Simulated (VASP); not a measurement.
# MgO (P3m1) in VASP: single point with PBE

Aim: the single point of MgO with PBE.

Everything below comes from runs of VASP 6.6.1. Logs are shortened: lines on timing, memory, paths and dates and some standing lists are left out, and cuts for length are marked.

## 1. The cell of the first run

The structure is trigonal, space group P3m1 (No. 156). The conventional cell has a = 3.289 Å, b = 3.289 Å, c = 15.671 Å, α = 90.00°, β = 90.00°, γ = 120.00°. Within 2.6 Å of Mg (site symmetry 3m) lie 4 O at 1.99 to 2.00 Å. Mg (site symmetry 3m) has 4 O at 2.00 Å within 2.6 Å. Mg (site symmetry 3m) has 4 O at 1.99 to 2.00 Å within 2.6 Å. Mg (site symmetry 3m) has 4 O at 1.99 to 2.02 Å within 2.6 Å. Within 2.6 Å of Mg (site symmetry 3m) lie 4 O at 1.99 to 2.02 Å. Mg (site symmetry 3m) has 4 O at 2.00 Å within 2.6 Å. O (site symmetry 3m) has 4 Mg at 1.99 to 2.00 Å within 2.6 Å. O (site symmetry 3m) has 4 Mg at 1.99 to 2.00 Å within 2.6 Å.

## 2. Single point, PBE

POSCAR reads:

```
MgO
1.0
    2.8479830432     -1.6442837975      0.0004537147
    2.8479830432      1.6442837975      0.0004537147
   -0.0024965095      0.0000000000     15.6706782459
Mg O
6 6
Direct
    0.3333369986      0.3333369986      0.6479152832
    0.3333369986      0.3333369986      0.9792033773
    0.0000036653      0.0000036653      0.8135655935
    1.0000036653      1.0000036653      0.4817067918
    0.0000036653      0.0000036653      0.1473517204
    0.6666703320      0.6666703320      0.3135554668
    0.3333369986      0.3333369986      0.8518914417
    0.3333369986      0.3333369986      0.5205621818
    0.0000036653      0.0000036653      0.0187321280
    1.0000036653      1.0000036653      0.6862496298
    1.0000036653      1.0000036653      0.3530881388
    0.6666703320      0.6666703320      0.1862072068
```

INCAR.step1 reads:

```
PREC = Accurate ; ENCUT = 520
EDIFF = 1E-7 ; ISMEAR = 0
SIGMA = 0.02 ; LREAL = F
LASPH = T ; NELM = 60
ALGO = Normal ; ISIF = 2
LWAVE = F ; LCHARG = T
GGA = PE ; NBANDS = 36
```

KPOINTS.step1 reads:

```
regular mesh
0
Gamma
  12 12 2
```

INCAR.step2 reads:

```
PREC = Accurate ; ENCUT = 520
EDIFF = 1E-7 ; ISMEAR = -5
SIGMA = 0.02 ; LREAL = F
LASPH = T ; NELM = 60
ALGO = Normal ; ISIF = 2
LWAVE = F ; LCHARG = F
GGA = PE ; LORBIT = 11
NEDOS = 1001 ; ICHARG = 11
```

KPOINTS.step2 reads:

```
regular mesh
0
Gamma
  18 18 3
```

Potentials or basis: VASP PAW PBE potentials, release 64 (Mg, O).

Launch:

```console
$ cat potpaw_PBE.64/Mg/POTCAR potpaw_PBE.64/O/POTCAR > POTCAR
$ cp INCAR.step1 INCAR
$ cp KPOINTS.step1 KPOINTS
$ mpirun -np 1 vasp_std > vasp.out
$ cp INCAR.step2 INCAR
$ cp KPOINTS.step2 KPOINTS
$ mpirun -np 1 vasp_std > vasp.out
```

OUTCAR:

```text
PREC = Accurate
   ENCUT = 520
   EDIFF = 1E-7
   ISMEAR = -5
   LREAL = F
   LASPH = T
   NELM = 60
   ISIF = 2
   GGA = PE
   LORBIT = 11
   ICHARG = 11

 ion  position               nearest neighbor table
   1  0.333  0.333  0.648-  10 1.99  10 1.99  10 1.99   8 2.00   3 3.22   3 3.22   3 3.22   4 3.22
                             4 3.22   4 3.22
   2  0.333  0.333  0.979-   7 2.00   9 2.00   9 2.00   9 2.00   3 3.22   3 3.22   3 3.22   5 3.25
                             5 3.25   5 3.25
   3  0.000  0.000  0.814-   7 1.99   7 1.99   7 1.99  10 2.00   2 3.22   2 3.22   2 3.22   1 3.22
                             1 3.22   1 3.22
   4  0.000  0.000  0.482-   8 1.99   8 1.99   8 1.99  11 2.02   1 3.22   1 3.22   1 3.22   6 3.25
                             6 3.25   6 3.25
   5  0.000  0.000  0.147-  12 1.99  12 1.99  12 1.99   9 2.02   6 3.22   6 3.22   6 3.22   2 3.25
                             2 3.25   2 3.25
   6  0.667  0.667  0.314-  12 2.00  11 2.00  11 2.00  11 2.00   5 3.22   5 3.22   5 3.22   4 3.25
                             4 3.25   4 3.25
   7  0.333  0.333  0.852-   3 1.99   3 1.99   3 1.99   2 2.00
   8  0.333  0.333  0.521-   4 1.99   4 1.99   4 1.99   1 2.00
   9  0.000  0.000  0.019-   2 2.00   2 2.00   2 2.00   5 2.02
  10  0.000  0.000  0.686-   1 1.99   1 1.99   1 1.99   3 2.00
  11  0.000  0.000  0.353-   6 2.00   6 2.00   6 2.00   4 2.02
  12  0.667  0.667  0.186-   5 1.99   5 1.99   5 1.99   6 2.00

  LATTYP: Found a hexagonal cell.
 ALAT       =     3.2885675950
 C/A-ratio  =     4.7651988266

  Lattice vectors:

 A1 = (  -2.8479830432,  -1.6442837975,  -0.0004537147)
 A2 = (   2.8479830432,  -1.6442837975,   0.0004537147)
 A3 = (  -0.0024965095,   0.0000000000,  15.6706782459)

Analysis of symmetry for initial positions (statically):
=====================================================================
 Subroutine PRICEL returns:
 Original cell was already a primitive cell.

 Routine SETGRP: Setting up the symmetry group for a
 hexagonal supercell.

 Subroutine GETGRP returns: Found  6 space group operations
 (whereof  2 operations were pure point group operations)
 out of a pool of 24 trial point group operations.

The static configuration has the point symmetry C_1h.
 The point group associated with its full space group is C_3v.

Analysis of symmetry for dynamics (positions and initial velocities):
=====================================================================
 Subroutine PRICEL returns:
 Original cell was already a primitive cell.

 Routine SETGRP: Setting up the symmetry group for a
 hexagonal supercell.
[... 151 lines left out ...]
  Thomas-Fermi vector in A             =   2.264607
   LORBIT       =     11    0 simple, 1 ext, 2 COOP (PROOUT), +10 PAW based schemes
   GGA     = PE    functional components
   LHFCALC =     F    Hartree Fock is set to
   AEXX    =    0.0000 exact exchange contribution
   IVDW    =     0    specifies the selected vdW correction
   LEPSILON=     F    determine dielectric tensor
   LRPA    =     F    only Hartree local field effects (RPA)
 non-spin polarized calculation
 Fermi weights with tetrahedron method with Bloechl corrections
  energy-cutoff  :      520.00
  volume of cell :      146.77
 maximum number of plane-waves:      3990

 number of electron      48.0000030 magnetization

 Free energy of the ion-electron system (eV)
  ---------------------------------------------------
  ext. energy  EPLUGINS =         0.00000000
  ---------------------------------------------------
  free energy    TOTEN  =       -70.44865148 eV

  energy without entropy =      -70.44865148  energy(sigma->0) =      -70.44865148

 E-fermi :   0.7693     XC(G=0):  -9.5914

 val. band max:        0.7582026796   @ k =   0.0000   0.0000   0.0000
 cond. band min:       4.1870144896   @ k =   0.0000   0.0000   0.0000
 fundamental gap:      3.4288118099
 Fermi energy:         0.7692603645

 k-point     1 :       0.0000    0.0000    0.0000
  band No.  band energies     occupation
      1     -15.2169      2.00000
      2     -15.0457      2.00000
      3     -15.0087      2.00000
      4     -14.7174      2.00000
      5     -14.6865      2.00000
      6     -14.4988      2.00000
[... 805 lines left out ...]
     30       9.2365      0.00000
     31      10.1307      0.00000

 [... further k-points ...]
[... 5 lines left out ...]
  --------------------------------------------------------------------------------------
  -------------------------------------------------------------------------------------
  Total       -0.3662800     -0.3662800     -0.3407850      0.0000000      0.0000000     -0.0000041
  in kB       -3.9984511     -3.9984511     -3.7201384      0.0000000      0.0000000     -0.0000443
  external PRESSURE =      -3.9056802 kB  Pullay stress =       0.0000000 kB

 VOLUME and BASIS-vectors are now :
 -----------------------------------------------------------------------------
  energy-cutoff  :      520.00
  volume of cell :      146.77
      direct lattice vectors                 reciprocal lattice vectors
     2.847983043 -1.644283797  0.000453715     0.175562839 -0.304083760  0.000027969
     2.847983043  1.644283797  0.000453715     0.175562839  0.304083760  0.000027969
    -0.002496509  0.000000000 15.670678246    -0.000010166  0.000000000  0.063813446

 POSITION                                       TOTAL-FORCE (eV/Angst)
 -----------------------------------------------------------------------------------
      1.89706      0.00000     10.15357         0.000000      0.000000     -0.001290
      1.89623      0.00000     15.34508         0.000000      0.000000     -0.000259
     -0.00201      0.00000     12.74912         0.000000      0.000000     -0.002184
     -0.00118      0.00000      7.54867         0.000000      0.000000     -0.001278
     -0.00035      0.00000      2.30910         0.000000      0.000000     -0.001052
      3.79655      0.00000      4.91423         0.000000      0.000000     -0.000181
      1.89655      0.00000     13.35002        -0.000000      0.000000      0.001577
      1.89738      0.00000      8.15786        -0.000000      0.000000      0.000377
     -0.00003      0.00000      0.29355        -0.000000      0.000000      0.000958
     -0.00169      0.00000     10.75400        -0.000000     -0.000000      0.002087
     -0.00086      0.00000      5.53313        -0.000000     -0.000000      0.001047
      3.79687      0.00000      2.91860        -0.000000      0.000000      0.000198
 -----------------------------------------------------------------------------------
    total drift:                               -0.002526     -0.000000     -0.001109

  FREE ENERGIE OF THE ION-ELECTRON SYSTEM (eV)
  ---------------------------------------------------
  free  energy   TOTEN  =       -70.4486514830 eV

  energy  without entropy=      -70.4486514830  energy(sigma->0) =      -70.44865148

 total charge

# of ion       s       p       d       tot
------------------------------------------
    1        0.164   0.183   0.076   0.423
    2        0.164   0.182   0.075   0.421
    3        0.164   0.183   0.076   0.423
    4        0.163   0.180   0.074   0.417
    5        0.163   0.180   0.074   0.417
    6        0.164   0.182   0.075   0.421
    7        1.545   3.537   0.000   5.081
    8        1.544   3.534   0.000   5.079
    9        1.544   3.529   0.000   5.073
   10        1.544   3.537   0.000   5.082
   11        1.544   3.529   0.000   5.073
   12        1.545   3.534   0.000   5.079
--------------------------------------------------
tot         10.249  22.289   0.449  32.987
```

OUTCAR.step1:

```text
PREC = Accurate
   ENCUT = 520
   EDIFF = 1E-7
   ISMEAR = 0
   LREAL = F
[... 1205 lines left out ...]
     -0.00003      0.00000      0.29355        -0.000000     -0.000000      0.001218
     -0.00169      0.00000     10.75400        -0.000000     -0.000000      0.001227
     -0.00086      0.00000      5.53313        -0.000000     -0.000000      0.001321
      3.79687      0.00000      2.91860        -0.000000     -0.000000      0.000448
 -----------------------------------------------------------------------------------
    total drift:                                0.000001     -0.000000     -0.000273

  FREE ENERGIE OF THE ION-ELECTRON SYSTEM (eV)
  ---------------------------------------------------
  free  energy   TOTEN  =       -70.4484841753 eV

  energy  without entropy=      -70.4484841753  energy(sigma->0) =      -70.44848418
```

Wall time 8.4 min (1 thread of Oxide Virtual Turin-like, shared host); peak memory 0.44 GiB.

Results:

| Item | Value |
| --- | --- |
| Valence electrons inside the program's atomic spheres | Mg 0.42; O 5.08, 5.07 (each value once) |

Levels at points of the mesh, in eV from the valence-band top:
```tsv
k point	band 20	band 21	band 22	band 23	band 24	band 25	band 26	band 27	band 28	band 29
(0.00, 0.00, 0.00)	-0.21	-0.21	-0.12	-0.12	0.00	3.43	4.74	4.78	6.85	6.90
(0.50, 0.00, 0.00)	-0.53	-0.50	-0.47	-0.40	-0.29	6.74	6.89	7.50	7.69	8.11
```
